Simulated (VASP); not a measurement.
# Ga3SbN2 (P6/mmm) in VASP: single point with PBE

Aim: the single point of Ga3SbN2 with PBE.

All numbers are computed with VASP 6.6.1; they aren't measurements. Logs are shortened: lines on timing, memory, paths and dates and some standing lists are left out, and cuts for length are marked.

### Step 1. The cell of the first run

It takes space group P6/mmm (No. 191, hexagonal). Conventional cell: a = 5.865 Å, b = 5.865 Å, c = 5.648 Å, α = 90.00°, β = 90.00°, γ = 120.00°. Ga (site symmetry mmm) has 4 Ga at 2.93 Å and 4 N at 2.99 Å within 3.9 Å. Within 3.0 Å of Sb (site symmetry 6/mmm) lie 2 N at 2.24 Å. Within 1.6 Å of N (site symmetry 6mm) lie 1 N at 1.18 Å.

The cell was generated, and may not be a known phase.

### Step 2. Single point, PBE

Input file INCAR:

```
  PREC = Accurate
  ENCUT = 700
  EDIFF = 1E-6
  ISMEAR = 0
  SIGMA = 0.1
  LREAL = F
  LASPH = T
  NELM = 120
  ALGO = Normal
  ISIF = 2
  LWAVE = F
  LCHARG = F
  GGA = PE
  NBANDS = 41
  GGA_COMPAT = F
```

Input file KPOINTS:

```
Automatic mesh
0
Gamma
  6 6 8
```

Input file POSCAR:

```
Ga3SbN2
1.0
    5.8650343076      0.0000000000      0.0000000000
   -2.9325171538      5.0792687045      0.0000000000
    0.0000000000      0.0000000000      5.6480331325
Ga Sb N
3 1 2
Direct
    0.5000000000      0.0000000000      0.5000000000
    0.0000000000      0.5000000000      0.5000000000
    0.5000000000      0.5000000000      0.5000000000
    0.0000000000      0.0000000000      0.0000000000
    0.0000000000      0.0000000000      0.3959783937
    0.0000000000      0.0000000000      0.6040216063
```

Potentials or basis: VASP PAW PBE potentials, release 64 (Ga_d, Sb_d_GW, N).

Command:

```sh
$ cat potpaw_PBE.64/Ga_d/POTCAR potpaw_PBE.64/Sb_d_GW/POTCAR potpaw_PBE.64/N/POTCAR > POTCAR
$ mpirun -np 1 vasp_std > vasp.out
```

OUTCAR:

```text
PREC = Accurate
   ENCUT = 700
   EDIFF = 1E-6
   ISMEAR = 0
   LREAL = F
   LASPH = T
   NELM = 120
   ISIF = 2
   GGA = PE

 ion  position               nearest neighbor table
   1  0.500  0.000  0.500-
   2  0.000  0.500  0.500-
   3  0.500  0.500  0.500-
   4  0.000  0.000  0.000-   5 2.24   6 2.24
   5  0.000  0.000  0.396-   6 1.18   4 2.24
   6  0.000  0.000  0.604-   5 1.18   4 2.24

  LATTYP: Found a hexagonal cell.
 ALAT       =     5.8650343076
 C/A-ratio  =     0.9630008686

  Lattice vectors:

 A1 = (   5.8650343076,   0.0000000000,   0.0000000000)
 A2 = (  -2.9325171538,   5.0792687045,   0.0000000000)
 A3 = (   0.0000000000,   0.0000000000,   5.6480331325)

Analysis of symmetry for initial positions (statically):
=====================================================================
 Subroutine PRICEL returns:
 Original cell was already a primitive cell.

 Routine SETGRP: Setting up the symmetry group for a
 hexagonal supercell.

 Subroutine GETGRP returns: Found 24 space group operations
 (whereof 24 operations were pure point group operations)
 out of a pool of 24 trial point group operations.

The static configuration has the point symmetry D_6h.

Analysis of symmetry for dynamics (positions and initial velocities):
=====================================================================
 Subroutine PRICEL returns:
 Original cell was already a primitive cell.

 Routine SETGRP: Setting up the symmetry group for a
 hexagonal supercell.

 Subroutine GETGRP returns: Found 24 space group operations
 (whereof 24 operations were pure point group operations)
 out of a pool of 24 trial point group operations.

The dynamic configuration has the point symmetry D_6h.

 Subroutine INISYM returns: Found 24 space group operations
 (whereof 24 operations are pure point group operations),
 and found     1 'primitive' translations

----------------------------------------------------------------------------------------

                                     Primitive cell

  volume of cell :     168.2554

  direct lattice vectors                    reciprocal lattice vectors
     5.865034308  0.000000000  0.000000000     0.170501986  0.098439368  0.000000000
    -2.932517154  5.079268704  0.000000000     0.000000000  0.196878736  0.000000000
     0.000000000  0.000000000  5.648033133     0.000000000  0.000000000  0.177052786

  length of vectors
     5.865034308  5.865034308  5.648033133     0.196878736  0.196878736  0.177052786

  position of ions in fractional coordinates (direct lattice)
     0.500000000  0.000000000  0.500000000
     0.000000000  0.500000000  0.500000000
     0.500000000  0.500000000  0.500000000
     0.000000000  0.000000000  0.000000000
     0.000000000  0.000000000  0.395978394
     0.000000000  0.000000000  0.604021606

  ion indices of the primitive-cell ions
   primitive index   ion index
                 1           1
                 2           2
                 3           3
                 4           4
                 5           5
                 6           6

----------------------------------------------------------------------------------------

 KPOINTS: Automatic mesh

Automatic generation of k-mesh.
 Grid dimensions read from file:
 generate k-points for:    6    6    8

 Generating k-lattice:

  Cartesian coordinates                     Fractional coordinates (reciprocal lattice)
     0.028416998  0.016406561  0.000000000     0.166666667  0.000000000  0.000000000
     0.000000000  0.032813123  0.000000000     0.000000000  0.166666667  0.000000000
     0.000000000  0.000000000  0.022131598     0.000000000  0.000000000  0.125000000

  Length of vectors
     0.032813123  0.032813123  0.022131598

  Shift w.r.t. Gamma in fractional coordinates (k-lattice)
     0.000000000  0.000000000  0.000000000

 Subroutine IBZKPT returns following result:
 ===========================================

 Found     35 irreducible k-points:

 Following reciprocal coordinates:
            Coordinates               Weight
  0.000000  0.000000  0.000000      1.000000
  0.166667  0.000000  0.000000      6.000000
  0.333333  0.000000  0.000000      6.000000
  0.500000 -0.000000  0.000000      3.000000
  0.166667  0.166667  0.000000      6.000000
  0.333333  0.166667  0.000000     12.000000
[... 16 lines left out ...]
  0.166667  0.000000  0.375000     12.000000
  0.333333  0.000000  0.375000     12.000000
 [... further k-points ...]
   k-points           NKPTS =     35   k-points in BZ     NKDIM =     35   number of bands    NBANDS=     41
   number of dos      NEDOS =    301   number of ions     NIONS =      6
   total plane-waves  NPLWV = 145800
   dimension x,y,z NGX =    54 NGY =   54 NGZ =   50
   dimension x,y,z NGXF=   108 NGYF=  108 NGZF=  100
   ions per type =               3   1   2
   NGX,Y,Z   is equivalent  to a cutoff of  15.31, 15.31, 14.72 a.u.
   NGXF,Y,Z  is equivalent  to a cutoff of  30.61, 30.61, 29.43 a.u.
 SYSTEM =  unknown system
   PREC   = accura    normal or accurate (medium, high low for compatibility)
   ISTART =      0    job   : 0-new  1-cont  2-samecut
   ICHARG =      2    charge: 1-file 2-atom 10-const
   ISPIN  =      1    spin polarized calculation?
   LNONCOLLINEAR =      F non collinear calculations
   LSORBIT =      F    spin-orbit coupling
   LASPH  =      T    aspherical Exc in radial PAW
   ENCUT  =  700.0 eV  51.45 Ry    7.17 a.u.  12.65 12.65 12.18*2*pi/ulx,y,z
   NELM   =    120;   NELMIN=  2; NELMDL= -5     # of ELM steps
   EDIFF  = 0.1E-05   stopping-criterion for ELM
   LREAL  =      F    real-space projection
   EDIFFG = 0.1E-04   stopping-criterion for IOM
   NSW    =      0    number of steps for IOM
   IBRION =     -1    ionic relax: 0-MD 1-quasi-New 2-CG
   NFREE  =      0    steps in history (QN), initial steepest desc. (CG)
   ISIF   =      2    stress and relaxation
   ISYM   =      2    0-nonsym 1-usesym 2-fastsym
   POTIM  = 0.5000    time-step for ionic-motion
   TEBEG  =    0.0;   TEEND  =   0.0 temperature during run
   PSTRESS=    0.0 pullay stress
   NELECT =      64.0000    total number of electrons
   NUPDOWN=      -1.0000    fix difference up-down
   EMIN   =  10.00;   EMAX   =-10.00  energy-range for DOS
   EFERMI =   0.00;   METHOD = LEGACY
   ISMEAR =     0;   SIGMA  =   0.10  broadening in eV -4-tet -1-fermi 0-gaus
   EFERMI_NEDOS =   21; number of points for ismear=-14 and -15
   IALGO  =     38    algorithm
   IMIX   =      4    mixing-type and parameters
     AMIX     =   0.40;   BMIX     =  1.00
     AMIX_MAG =   1.60;   BMIX_MAG =  1.00
  volume/ion in A,a.u.               =      28.04       189.24
  Fermi-wavevector in a.u.,A,eV,Ry     =   1.186165  2.241527 19.143231  1.406988
  Thomas-Fermi vector in A             =   2.322344
   LORBIT       =      0    0 simple, 1 ext, 2 COOP (PROOUT), +10 PAW based schemes
   GGA     = PE    functional components
   LHFCALC =     F    Hartree Fock is set to
   AEXX    =    0.0000 exact exchange contribution
   IVDW    =     0    specifies the selected vdW correction
   LEPSILON=     F    determine dielectric tensor
   LRPA    =     F    only Hartree local field effects (RPA)
 non-spin polarized calculation
 Gauss-broadening in eV      SIGMA  =   0.10
  energy-cutoff  :      700.00
  volume of cell :      168.26
 maximum number of plane-waves:      7106
 NGX is ok and might be reduce to    54
   NGX = 25   NGY = 25   NGZ = 25

 number of electron      64.0000007 magnetization

 Free energy of the ion-electron system (eV)
  ---------------------------------------------------
  ext. energy  EPLUGINS =         0.00000000
  ---------------------------------------------------
  free energy    TOTEN  =       -25.08103795 eV

  energy without entropy =      -25.05875671  energy(sigma->0) =      -25.06989733

 E-fermi :   1.9557     XC(G=0):  -8.1825

 val. band max:        1.9430611355   @ k =   0.3333   0.1667   0.1250
 cond. band min:       1.9761060430   @ k =   0.1667   0.0000   0.2500
 fundamental gap:      0.0330449075
 Fermi energy:         1.9556889198

 k-point     1 :       0.0000    0.0000    0.0000
  band No.  band energies     occupation
      1     -27.3520      2.00000
      2     -27.2429      2.00000
      3     -27.2429      2.00000
      4     -27.0372      2.00000
      5     -27.0372      2.00000
      6     -21.1090      2.00000
[... 33 lines left out ...]
     40       5.5537      0.00000
     41       5.8545      0.00000

 k-point     2 :       0.1667    0.0000    0.0000
  band No.  band energies     occupation
      1     -27.3520      2.00000
      2     -27.2429      2.00000
      3     -27.2429      2.00000
      4     -27.0372      2.00000
      5     -27.0372      2.00000
      6     -21.1080      2.00000
[... 33 lines left out ...]
     40       5.5139      0.00000
     41       6.2290      0.00000

 k-point     3 :       0.3333    0.0000    0.0000
  band No.  band energies     occupation
      1     -27.3520      2.00000
      2     -27.2429      2.00000
      3     -27.2429      2.00000
      4     -27.0372      2.00000
      5     -27.0371      2.00000
      6     -21.1062      2.00000
[... 33 lines left out ...]
     40       5.7054      0.00000
     41       6.7526      0.00000

 k-point     4 :       0.5000   -0.0000    0.0000
  band No.  band energies     occupation
      1     -27.3520      2.00000
      2     -27.2429      2.00000
      3     -27.2429      2.00000
      4     -27.0372      2.00000
      5     -27.0371      2.00000
      6     -21.1053      2.00000
[... 825 lines left out ...]
     40       6.0101      0.00000
     41       7.3385      0.00000

 k-point    23 :       0.1667    0.0000    0.3750
  band No.  band energies     occupation
      1     -27.3493      2.00000
      2     -27.2430      2.00000
      3     -27.2430      2.00000
      4     -27.0372      2.00000
      5     -27.0372      2.00000
      6     -21.1171      2.00000
[... 33 lines left out ...]
     40       6.0968      0.00000
     41       8.0031      0.00000

 k-point    24 :       0.3333    0.0000    0.3750
  band No.  band energies     occupation
      1     -27.3493      2.00000
      2     -27.2430      2.00000
      3     -27.2430      2.00000
      4     -27.0372      2.00000
      5     -27.0371      2.00000
      6     -21.1153      2.00000
[... 33 lines left out ...]
     40       6.2390      0.00000
     41       6.9190      0.00000

 [... further k-points ...]

------------------------ aborting loop because EDIFF is reached ----------------------------------------

  FORCE on cell =-STRESS in cart. coord.  units (eV):
  Direction    XX          YY          ZZ          XY          YZ          ZX
  --------------------------------------------------------------------------------------
  -------------------------------------------------------------------------------------
  Total        0.0045849      0.0045849      0.5566998      0.0000000      0.0000000      0.0000000
  in kB        0.0436589      0.0436589      5.3010591      0.0000000      0.0000000      0.0000000
  external PRESSURE =       1.7961256 kB  Pullay stress =       0.0000000 kB

 VOLUME and BASIS-vectors are now :
 -----------------------------------------------------------------------------
  energy-cutoff  :      700.00
  volume of cell :      168.26
      direct lattice vectors                 reciprocal lattice vectors
     5.865034308  0.000000000  0.000000000     0.170501986  0.098439368  0.000000000
    -2.932517154  5.079268704  0.000000000     0.000000000  0.196878736  0.000000000
     0.000000000  0.000000000  5.648033133     0.000000000  0.000000000  0.177052786

 POSITION                                       TOTAL-FORCE (eV/Angst)
 -----------------------------------------------------------------------------------
      2.93252      0.00000      2.82402         0.000000      0.000000      0.000000
     -1.46626      2.53963      2.82402         0.000000      0.000000      0.000000
      1.46626      2.53963      2.82402         0.000000      0.000000      0.000000
      0.00000      0.00000      0.00000         0.000000      0.000000      0.000000
      0.00000      0.00000      2.23650        -0.000000      0.000000     -0.578120
      0.00000      0.00000      3.41153         0.000000     -0.000000      0.578120
 -----------------------------------------------------------------------------------
    total drift:                                0.000000      0.000000      0.000000

  FREE ENERGIE OF THE ION-ELECTRON SYSTEM (eV)
  ---------------------------------------------------
  free  energy   TOTEN  =       -25.0810379498 eV

  energy  without entropy=      -25.0587567076  energy(sigma->0) =      -25.06989733
```

It took 13 min on 1 thread of Intel Xeon Platinum 8259CL at 2.50GHz (Skylake/Cascade Lake), shared host; peak memory 0.64 GiB.

What came out:

| Quantity | Value |
| --- | --- |
| Free energy | -25.0810 eV |
| Pressure | 0.2 GPa |
| Largest force | 0.578 eV/Å |
| Band gap on the k mesh | zero (bands 32 and 33 overlap by 1.87 eV) |

Forces on the atoms (eV/Å):
```
Ga   0.000  0.000  0.000
Ga   0.000  0.000  0.000
Ga   0.000  0.000  0.000
Sb   0.000  0.000  0.000
N    0.000  0.000 -0.578
N    0.000  0.000  0.578
```

Stress tensor (GPa, compression positive):
```
0.00 0.00 0.00
0.00 0.00 0.00
0.00 0.00 0.53
```

Levels at points of the mesh, in eV from the Fermi level:
```csv
k point,band 30,band 31,band 32,band 33,band 34,band 35
"(0.00, 0.00, 0.00)",-2.34,-0.37,-0.37,-0.34,0.33,0.33
"(0.50, 0.00, 0.00)",-0.78,-0.68,-0.57,-0.12,0.11,1.33
"(0.00, 0.00, 0.50)",-2.29,-1.56,-1.56,-0.70,1.10,1.10
"(0.50, 0.00, 0.50)",-2.60,-1.80,-0.64,0.78,1.70,2.25
```

Caveat: the standard files for N, O and F lose accuracy on very short bonds; spin-orbit coupling is left out, which moves the levels of the heavy elements.

The gap in the log of VASP goes by the Fermi energy; the results here count the filled bands.